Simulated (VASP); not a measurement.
# TiSi2 (Fddd) in VASP: a series of runs, part 2 of 2

VASP 6.6.1. Earlier steps stand in the parts before.

### 4 Relaxation of cell and atoms, PBEsol+U

The input, INCAR:

```
ALGO = Normal ; EDIFF = 1E-6
EDIFFG = -0.01 ; ENCUT = 600
GGA = PS ; IBRION = 2
ISIF = 3 ; ISMEAR = -1
LASPH = T ; LCHARG = F
LDAU = T ; LDAUJ = 0 0
LDAUL = 2 -1 ; LDAUPRINT = 1
LDAUTYPE = 2 ; LDAUU = 6 0
LMAXMIX = 4 ; LREAL = F
LWAVE = F ; NELM = 150
NSW = 60 ; PREC = Accurate
SIGMA = 0.05
```

The input, KPOINTS:

```
k-points
0
Gamma
  7 7 7
```

The input, POSCAR:

```
TiSi2
1.0
    0.0000000000      4.1175163063      4.2628978354
    2.3895119538      0.0000000000      4.2628978354
    2.3895119538      4.1175163063      0.0000000000
Ti Si
2 4
Direct
    0.7500000000      0.7500000000      0.7500000000
    0.5000000000      0.5000000000      0.5000000000
    0.4125656100      0.0874343900      0.4125656100
    0.0874343900      0.4125656100      0.0874343900
    0.1625656100      0.8374343900      0.1625656100
    0.8374343900      0.1625656100      0.8374343900
```

Potentials or basis: VASP PAW PBE potentials, release 64 (Ti_sv, Si).

Command:

```
$ cat potpaw_PBE.64/Ti_sv/POTCAR potpaw_PBE.64/Si/POTCAR > POTCAR
$ mpirun -np 1 vasp_std > vasp.out
```

OUTCAR:

```text
EDIFF = 1E-6
   EDIFFG = -0.01
   ENCUT = 600
   GGA = PS
   IBRION = 2
   ISIF = 3
   ISMEAR = -1
   LASPH = T
   LREAL = F
   NELM = 150
   NSW = 60
   PREC = Accurate

 ion  position               nearest neighbor table
   1  0.750  0.750  0.750-   6 2.55   5 2.55   6 2.55   5 2.55   3 2.74   3 2.74   4 2.74   4 2.74
                             3 2.78   4 2.78
   2  0.500  0.500  0.500-   4 2.55   3 2.55   4 2.55   3 2.55   5 2.74   5 2.74   6 2.74   6 2.74
                             5 2.78   6 2.78
   3  0.413  0.087  0.413-   6 2.52   6 2.52   2 2.55   2 2.55   4 2.68   1 2.74   1 2.74   1 2.78
                             4 2.79   4 2.79
   4  0.087  0.413  0.087-   5 2.52   5 2.52   2 2.55   2 2.55   3 2.68   1 2.74   1 2.74   1 2.78
                             3 2.79   3 2.79
   5  0.163  0.837  0.163-   4 2.52   4 2.52   1 2.55   1 2.55   6 2.68   2 2.74   2 2.74   2 2.78
                             6 2.79   6 2.79
   6  0.837  0.163  0.837-   3 2.52   3 2.52   1 2.55   1 2.55   5 2.68   2 2.74   2 2.74   2 2.78
                             5 2.79   5 2.79

  LATTYP: Found a face centered orthorhombic cell.
 ALAT       =     4.7790239076
 B/A-ratio  =     1.7231620456
 C/A-ratio  =     1.7840035613

  Lattice vectors:

 A1 = (   0.0000000000,   4.1175163063,   4.2628978354)
 A2 = (   2.3895119538,   0.0000000000,   4.2628978354)
 A3 = (   2.3895119538,   4.1175163063,   0.0000000000)

Analysis of symmetry for initial positions (statically):
=====================================================================
 Subroutine PRICEL returns:
 Original cell was already a primitive cell.

 Routine SETGRP: Setting up the symmetry group for a
 face centered orthorhombic supercell.

 Subroutine GETGRP returns: Found  8 space group operations
 (whereof  4 operations were pure point group operations)
 out of a pool of  8 trial point group operations.

The static configuration has the point symmetry D_2 .
 The point group associated with its full space group is D_2h.

Analysis of symmetry for dynamics (positions and initial velocities):
=====================================================================
 Subroutine PRICEL returns:
 Original cell was already a primitive cell.

 Routine SETGRP: Setting up the symmetry group for a
 face centered orthorhombic supercell.

 Subroutine GETGRP returns: Found  8 space group operations
 (whereof  4 operations were pure point group operations)
 out of a pool of  8 trial point group operations.

The dynamic configuration has the point symmetry D_2 .
 The point group associated with its full space group is D_2h.

 Subroutine INISYM returns: Found  8 space group operations
 (whereof  4 operations are pure point group operations),
 and found     1 'primitive' translations

----------------------------------------------------------------------------------------

                                     Primitive cell

[... 924 lines left out ...]

[... ionic steps 4 to 8 ...]

--------------------------------------- Ionic step        9  -------------------------------------------

 number of electron      40.0000001 magnetization

------------------------ aborting loop because EDIFF is reached ----------------------------------------
[... 69 lines left out ...]
  FREE ENERGIE OF THE ION-ELECTRON SYSTEM (eV)
  ---------------------------------------------------
  free  energy   TOTEN  =       -34.2196403712 eV

  energy  without entropy=      -34.1989533073  energy(sigma->0) =      -34.20929684

atom =   1  type =  1  l = 2

 onsite density matrix

spin component  1

  0.1852  0.0000 -0.0000 -0.0000  0.0000
  0.0000  0.1851 -0.0000  0.0000 -0.0000
 -0.0000 -0.0000  0.1650 -0.0000 -0.0130
 -0.0000  0.0000 -0.0000  0.2263  0.0000
  0.0000 -0.0000 -0.0130  0.0000  0.1499

spin component  2

  0.1852  0.0000 -0.0000 -0.0000  0.0000
  0.0000  0.1851 -0.0000  0.0000 -0.0000
 -0.0000 -0.0000  0.1650 -0.0000 -0.0130
 -0.0000  0.0000 -0.0000  0.2263  0.0000
  0.0000 -0.0000 -0.0130  0.0000  0.1499

 occupancies and eigenvectors

  o =  0.1424  v =  0.0000 -0.0000 -0.4996  0.0000 -0.8662  0.0000  0.0000  0.0000  0.0000  0.0000      0.0000  0.0000  0.0000  0.0000  0.0000  0.0000  0.0000  0.0000  0.0000  0.0000
  o =  0.1424  v =  0.0000  0.0000  0.0000  0.0000  0.0000  0.0000 -0.0000 -0.4996  0.0000 -0.8662      0.0000  0.0000  0.0000  0.0000  0.0000  0.0000  0.0000  0.0000  0.0000  0.0000
  o =  0.1725  v =  0.0000  0.0000  0.0000  0.0000  0.0000  0.0000 -0.0000  0.8662 -0.0000 -0.4996      0.0000  0.0000  0.0000  0.0000  0.0000  0.0000  0.0000  0.0000  0.0000  0.0000
  o =  0.1725  v =  0.0000 -0.0000  0.8662 -0.0000 -0.4996  0.0000  0.0000  0.0000  0.0000  0.0000      0.0000  0.0000  0.0000  0.0000  0.0000  0.0000  0.0000  0.0000  0.0000  0.0000
  o =  0.1851  v =  0.0000 -1.0000  0.0000  0.0000  0.0000  0.0000  0.0000  0.0000  0.0000  0.0000      0.0000  0.0000  0.0000  0.0000  0.0000  0.0000  0.0000  0.0000  0.0000  0.0000
  o =  0.1851  v =  0.0000  0.0000  0.0000  0.0000  0.0000  0.0000 -1.0000  0.0000  0.0000  0.0000      0.0000  0.0000  0.0000  0.0000  0.0000  0.0000  0.0000  0.0000  0.0000  0.0000
  o =  0.1852  v =  1.0000  0.0000  0.0000  0.0000  0.0000  0.0000  0.0000  0.0000  0.0000  0.0000      0.0000  0.0000  0.0000  0.0000  0.0000  0.0000  0.0000  0.0000  0.0000  0.0000
  o =  0.1852  v =  0.0000  0.0000  0.0000  0.0000  0.0000  1.0000  0.0000  0.0000  0.0000  0.0000      0.0000  0.0000  0.0000  0.0000  0.0000  0.0000  0.0000  0.0000  0.0000  0.0000
  o =  0.2263  v =  0.0000  0.0000  0.0000  0.0000  0.0000  0.0000 -0.0000 -0.0000 -1.0000 -0.0000      0.0000  0.0000  0.0000  0.0000  0.0000  0.0000  0.0000  0.0000  0.0000  0.0000
  o =  0.2263  v =  0.0000 -0.0000 -0.0000 -1.0000 -0.0000  0.0000  0.0000  0.0000  0.0000  0.0000      0.0000  0.0000  0.0000  0.0000  0.0000  0.0000  0.0000  0.0000  0.0000  0.0000

atom =   2  type =  1  l = 2

 onsite density matrix

spin component  1

  0.1852  0.0000 -0.0000 -0.0000  0.0000
  0.0000  0.1851 -0.0000  0.0000 -0.0000
 -0.0000 -0.0000  0.1650 -0.0000 -0.0130
 -0.0000  0.0000 -0.0000  0.2263  0.0000
  0.0000 -0.0000 -0.0130  0.0000  0.1499

spin component  2

  0.1852  0.0000 -0.0000 -0.0000  0.0000
  0.0000  0.1851 -0.0000  0.0000 -0.0000
 -0.0000 -0.0000  0.1650 -0.0000 -0.0130
 -0.0000  0.0000 -0.0000  0.2263  0.0000
  0.0000 -0.0000 -0.0130  0.0000  0.1499

 occupancies and eigenvectors

  o =  0.1424  v =  0.0000  0.0000 -0.4996 -0.0000 -0.8662  0.0000  0.0000  0.0000  0.0000  0.0000      0.0000  0.0000  0.0000  0.0000  0.0000  0.0000  0.0000  0.0000  0.0000  0.0000
  o =  0.1424  v =  0.0000  0.0000  0.0000  0.0000  0.0000  0.0000  0.0000 -0.4996 -0.0000 -0.8662      0.0000  0.0000  0.0000  0.0000  0.0000  0.0000  0.0000  0.0000  0.0000  0.0000
  o =  0.1725  v =  0.0000  0.0000  0.0000  0.0000  0.0000  0.0000 -0.0000  0.8662 -0.0000 -0.4996      0.0000  0.0000  0.0000  0.0000  0.0000  0.0000  0.0000  0.0000  0.0000  0.0000
  o =  0.1725  v =  0.0000 -0.0000  0.8662 -0.0000 -0.4996  0.0000  0.0000  0.0000  0.0000  0.0000      0.0000  0.0000  0.0000  0.0000  0.0000  0.0000  0.0000  0.0000  0.0000  0.0000
  o =  0.1851  v =  0.0000  1.0000  0.0000 -0.0000  0.0000  0.0000  0.0000  0.0000  0.0000  0.0000      0.0000  0.0000  0.0000  0.0000  0.0000  0.0000  0.0000  0.0000  0.0000  0.0000
  o =  0.1851  v =  0.0000  0.0000  0.0000  0.0000  0.0000  0.0000  1.0000  0.0000 -0.0000  0.0000      0.0000  0.0000  0.0000  0.0000  0.0000  0.0000  0.0000  0.0000  0.0000  0.0000
  o =  0.1852  v =  1.0000  0.0000  0.0000  0.0000  0.0000  0.0000  0.0000  0.0000  0.0000  0.0000      0.0000  0.0000  0.0000  0.0000  0.0000  0.0000  0.0000  0.0000  0.0000  0.0000
  o =  0.1852  v =  0.0000  0.0000  0.0000  0.0000  0.0000  1.0000  0.0000  0.0000  0.0000  0.0000      0.0000  0.0000  0.0000  0.0000  0.0000  0.0000  0.0000  0.0000  0.0000  0.0000
  o =  0.2263  v =  0.0000  0.0000  0.0000  0.0000  0.0000  0.0000 -0.0000 -0.0000 -1.0000  0.0000      0.0000  0.0000  0.0000  0.0000  0.0000  0.0000  0.0000  0.0000  0.0000  0.0000
  o =  0.2263  v =  0.0000 -0.0000 -0.0000 -1.0000  0.0000  0.0000  0.0000  0.0000  0.0000  0.0000      0.0000  0.0000  0.0000  0.0000  0.0000  0.0000  0.0000  0.0000  0.0000  0.0000

--------------------------------------- Ionic step       11  -------------------------------------------

 number of electron      40.0000001 magnetization

 Free energy of the ion-electron system (eV)
  ---------------------------------------------------
  ext. energy  EPLUGINS =         0.00000000
  ---------------------------------------------------
  free energy    TOTEN  =       -34.21964050 eV

  energy without entropy =      -34.19895425  energy(sigma->0) =      -34.20929738

 E-fermi :  10.1096     XC(G=0): -11.6780

 val. band max:       10.1087291598   @ k =  -0.1429   0.1429   0.2857
 cond. band min:      10.1181708558   @ k =  -0.4286   0.4286   0.1429
 fundamental gap:      0.0094416960
 Fermi energy:        10.1095799548

 k-point     1 :       0.0000    0.0000    0.0000
  band No.  band energies     occupation
      1     -47.8248      2.00000
      2     -47.8020      2.00000
      3     -24.2461      2.00000
      4     -24.1902      2.00000
      5     -24.1549      2.00000
      6     -24.1174      2.00000
[... 672 lines left out ...]
  FREE ENERGIE OF THE ION-ELECTRON SYSTEM (eV)
  ---------------------------------------------------
  free  energy   TOTEN  =       -34.2196405015 eV

  energy  without entropy=      -34.1989542539  energy(sigma->0) =      -34.20929738

 reached required accuracy - stopping structural energy minimisation
```

Run time: 36 min. Hardware: 1 thread of Intel Xeon 8259CL, shared host; peak memory 0.37 GiB.

Results:

```
Free energy                           : -34.2196 eV
Relaxed volume                        : 14.51 Å³/atom
Relaxed cell                          : a = 5.998 Å, b = 4.953 Å, c = 4.813 Å, α = 75.76°, β = 53.18°, γ = 51.06°
Space group after relaxing (to 0.1 Å) : Fddd (No. 70)
Energy gained by relaxing             : 10.9 meV/atom
Ionic steps                           : 11
Pressure after relaxing               : 0.0 GPa
Band gap on the k mesh                : zero (bands 20 and 21 overlap by 1.77 eV)
```

Forces in eV/Å, atoms in the order of the input:
```
Ti   0.000  0.000  0.000
Ti   0.000  0.000  0.000
Si   0.000 -0.002  0.000
Si   0.000  0.002  0.000
Si   0.000 -0.002  0.000
Si   0.000  0.002  0.000
```

Stress tensor (GPa, compression positive):
```
-0.01  0.00  0.00
 0.00  0.09  0.00
 0.00  0.00  0.01
```

The path:
| step | energy change (eV) | largest force (eV/Å) | pressure (GPa) | volume (Å³) |
| --- | --- | --- | --- | --- |
| 1 | 0.0000 | 0.1560 | 5.77 | 83.88 |
| 2 | -0.0069 | 0.1392 | -4.88 | 90.15 |
| 3 | -0.0578 | 0.1462 | -0.10 | 87.03 |
| 4 | -0.0578 | 0.1464 | 0.01 | 86.97 |
| 5 | -0.0614 | 0.1067 | 0.00 | 87.03 |
| 6 | -0.0634 | 0.0545 | 0.00 | 87.12 |
| 7 | -0.0653 | 0.0199 | -0.13 | 87.16 |
| 8 | -0.0654 | 0.0068 | -0.17 | 87.17 |
| 9 | -0.0655 | 0.0031 | 0.24 | 86.94 |
| 10 | -0.0656 | 0.0018 | 0.05 | 87.05 |
| 11 | -0.0656 | 0.0021 | 0.03 | 87.05 |

Final structure:
```cif
data_structure
_symmetry_space_group_name_H-M 'P 1'
_symmetry_Int_Tables_number 1
_cell_length_a 5.9978
_cell_length_b 4.9534
_cell_length_c 4.8131
_cell_angle_alpha 75.761
_cell_angle_beta 53.178
_cell_angle_gamma 51.061
_cell_volume 87.05
loop_
_atom_site_label
_atom_site_type_symbol
_atom_site_fract_x
_atom_site_fract_y
_atom_site_fract_z
_atom_site_occupancy
Ti1 Ti 0.75000 0.75000 0.75000 1
Ti2 Ti 0.50000 0.50000 0.50000 1
Si1 Si 0.40908 0.09092 0.40908 1
Si2 Si 0.09092 0.40908 0.09092 1
Si3 Si 0.15908 0.84092 0.15908 1
Si4 Si 0.84092 0.15908 0.84092 1
```

Levels at points of the mesh, in eV from the Fermi level:
```tsv
k point	band 17	band 18	band 19	band 20	band 21	band 22	band 23	band 24
(0.00, 0.00, 0.00)	-2.45	-2.40	-2.13	-1.60	-0.88	2.38	2.80	3.02
```

Eigenvalues of the final occupation matrices:
| site | spin | trace | eigenvalues |
| --- | --- | --- | --- |
| site 1 d | 1 | 0.91 | 0.14 0.17 0.19 0.19 0.23 |
| site 1 d | 2 | 0.91 | 0.14 0.17 0.19 0.19 0.23 |
| site 2 d | 1 | 0.91 | 0.14 0.17 0.19 0.19 0.23 |
| site 2 d | 2 | 0.91 | 0.14 0.17 0.19 0.19 0.23 |

Caveat: the PAW data sets were made with another functional, which shifts forces and pressure a little; U without spin polarisation on a metal has little footing; the U is typed as a test and isn't derived for this compound.

### 5 Overview

| level | U | gap on the mesh (eV) | pressure (GPa) | relaxed volume (Å³/atom) |
| --- | --- | --- | --- | --- |
| RPBE+D4 | - | none | 0.0 | 13.54 |
| revPBE+D3(BJ) | - | none | 0.0 | 13.17 |
| PBEsol+U | Ti d U = 6.0 eV | none | 0.0 | 14.51 |

Alike in all rows: task relaxation of cell and atoms; potentials or basis VASP PAW PBE potentials, release 64 (Ti_sv, Si); no spin polarisation; cell relaxed; k mesh 7 × 7 × 7; cutoff (eV) 600; smearing fermi-dirac 0.05 eV.

Caveats: the PAW data sets were made with another functional, which shifts forces and pressure a little; the dispersion term is far too large for a dense solid, which distorts pressure and volume (at least some runs); U without spin polarisation on a metal has little footing (at least some runs); the U is typed as a test and isn't derived for this compound (at least some runs).

Absolute energies hang on the potentials; compare differences alone.

The gap in the log of VASP goes by the Fermi energy; the results here count the filled bands.